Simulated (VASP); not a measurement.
Set up this calculation in VASP 6.6.1, as the native input.

| Item | Value |
| --- | --- |
| Task | single point |
| Functional | PBEsol |
| Potentials or basis | VASP PAW PBE potentials, release 64 (Ag, Cl) |
| Cutoff | 520 eV |
| k mesh | 9 × 9 × 8 |
| Occupations | fermi-dirac, width 0.03 eV |
| Spin | no spin polarisation |
| Dipole correction | no |
| Further INCAR settings | ALGO = Normal; EDIFF = 1e-07; NBANDS = 26 |

The structure of AgCl lies in POSCAR:

```
AgCl
1.0
    1.8709097030     -5.5565952358      0.0000000000
    1.8709097030      5.5565952358      0.0000000000
    0.0000000000      0.0000000000      3.9240373500
Ag Cl
2 2
Direct
    0.3965554000      0.6034446000      0.7500000000
    0.6034446000      0.3965554000      0.2500000000
    0.8654487300      0.1345512700      0.2500000000
    0.1345512700      0.8654487300      0.7500000000
```

These files were run (other wordings do the same):

INCAR

```
  PREC = Accurate
  ENCUT = 520
  EDIFF = 1E-7
  ISMEAR = -1
  SIGMA = 0.03
  LREAL = False
  LASPH = True
  NELM = 100
  ALGO = Normal
  ISIF = 2
  LWAVE = False
  LCHARG = False
  GGA = PS
  NBANDS = 26
```

KPOINTS

```
regular mesh
0
Gamma
  9 9 8
```

Potentials or basis: VASP PAW PBE potentials, release 64 (Ag, Cl).

Launch:

```bash
$ cat potpaw_PBE.64/Ag/POTCAR potpaw_PBE.64/Cl/POTCAR > POTCAR
$ mpirun -np 1 vasp_std > vasp.out
```

Results of the run:

| Item | Value |
| --- | --- |
| Pressure | -3.0 GPa |
| Largest force | 0.028 eV/Å |
| Band gap on the k mesh | 0.33 eV (least direct gap 1.81 eV) |

Caveat: semilocal functionals underestimate gaps, and a narrow one can read as zero; the PAW data sets were made with another functional, which shifts forces and pressure a little.

It took 2.6 min on 1 thread of Intel(R) Xeon(R) 6975P-C (Granite Rapids) (shared host), peak memory 0.39 GiB.
